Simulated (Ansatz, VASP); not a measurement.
# GaN: VASP beside Ansatz

```
Ga N
1.0
    -3.15158    0.00000    0.00000
     0.00000    0.00000   -5.13825
     0.00000   -5.45869    0.00000
Ga N
4 4
Direct
  0.50000 0.00561 0.17188
  0.00000 0.00148 0.66145
  0.00000 0.50148 0.33855
  0.50000 0.50561 0.82812
  0.50000 0.60917 0.16741
  0.00000 0.61109 0.66590
  0.00000 0.11109 0.33410
  0.50000 0.10917 0.83259
```

Change from the starting cell: mode 11 frozen in at -0.030 Å and mode 13 at +0.073 Å (largest displacements).

Alike in both runs: task single point; functional LDA; k mesh 8 × 6 × 6; occupations gaussian, width 0.05 eV; no spin polarisation.

|  | VASP | Ansatz |
| --- | --- | --- |
| version | VASP 6.6.1 | Ansatz 0.2.0 |
| potentials or method | VASP PAW LDA potentials, release 64 (Ga_d, N), cutoff 520 eV | scalar-relativistic, plane waves, PAW |
| valence electrons in the cell | 72 | 72 |

VASP gave:

* gap on the k mesh at the Fermi level (eV): 2.05
* least direct gap on the mesh (eV): 2.05
* pressure (GPa): 2.3
* traceless stress, the component that is largest in VASP (GPa): -5.96
* rms of the force components (eV/Å): 0.616

Task: What did Ansatz give for the same quantities?

Result: gap on the k mesh at the Fermi level (eV): 2.04; least direct gap on the mesh (eV): 2.04; pressure (GPa): 1.0; traceless stress, the component that is largest in VASP (GPa): -5.66; rms of the force components (eV/Å): 0.604.

Ansatz warns that its potentials were made for another functional, while VASP's fit it. LDA's correlation is that of Perdew and Zunger in VASP and of Perdew and Wang (1992) in Ansatz. Atom by atom the forces differ by 0.012 eV/Å (rms over components).
